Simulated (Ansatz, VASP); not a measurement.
**Cl in VASP and in Ansatz**

File INCAR:

```
ALGO     = Normal         # electronic algorithm
DIPOL    = 0.5 0.5 0.698
EDIFF    = 1E-7           # SCF threshold, eV
ENCUT    = 520            # plane-wave cutoff, eV
GGA      = PE             # functional
IDIPOL   = 3            
ISIF     = 2              # what is computed and relaxed
ISMEAR   = 0              # smearing method
LASPH    = True           # aspherical terms in the spheres
LCHARG   = False          # write CHGCAR
LDIPOL   = True         
LREAL    = False          # projectors in reciprocal space
LWAVE    = False          # write WAVECAR
NBANDS   = 22             # bands
NELM     = 80             # most SCF steps
PREC     = Accurate       # precision mode
SIGMA    = 0.1            # smearing width, eV
```

The input KPOINTS:

```
k-points
0
Gamma
  3 3 1
```

POSCAR

```
Cl
1.0
    6.4315507075      0.0000000000      0.0000000000
    0.0000000000      6.4315507075      0.0000000000
    0.0000000000      0.0000000000     23.4634931188
Cl
4
Direct
    0.2497542621      0.2571718920      0.6422570331
    0.2516964582     -0.1290861549      0.7282714384
    0.7510046030      0.7470191067      0.6394562844
    0.2575171387      0.6250555927      0.7812424768
```

Input for Ansatz:

```yaml
crystal:
  lattice:
    - [6.4315507075, 0.0, 0.0]
    - [0.0, 6.4315507075, 0.0]
    - [0.0, 0.0, 23.4634931188]
  atoms:
    - { symbol: Cl, position: [0.2497542621, 0.257171892, 0.6422570331] }
    - { symbol: Cl, position: [0.2516964582, -0.1290861549, 0.7282714384] }
    - { symbol: Cl, position: [0.751004603, 0.7470191067, 0.6394562844] }
    - { symbol: Cl, position: [0.2575171387, 0.6250555927, 0.7812424768] }
basis:
  ecutwfc: 420
kpoints:
  mp_grid: { grid: [3, 3, 1] }
hamiltonian:
  xc: pbe
scf:
  occupations: { method: gaussian, width: 0.1 }
output:
  forces: true
  eigenvalues: true
  write_density: true
  volumetric_format: npy
efield:
  axis: 3
  dipole_correction: true
  ramp_width: 0.04
```

Alike in both runs: task single point; functional PBE; k mesh 3 × 3 × 1; occupations gaussian, width 0.1 eV; no spin polarisation.

```csv
,VASP,Ansatz
version,VASP 6.6.1,Ansatz 0.2.0
potentials or method,"VASP PAW PBE potentials, release 64 (Cl), cutoff 520 eV","scalar-relativistic, plane waves, PAW"
valence electrons in the cell,28,28
```

```tsv
	VASP	Ansatz	Ansatz less VASP
gap on the k mesh at the Fermi level (eV)	none	none	-
rms of the force components (eV/Å)	0.152	0.120	-0.0322
```

Atom by atom the forces differ by 0.077 eV/Å (rms over components). A gap of «none» marks a metal or a gap that the smearing closes.
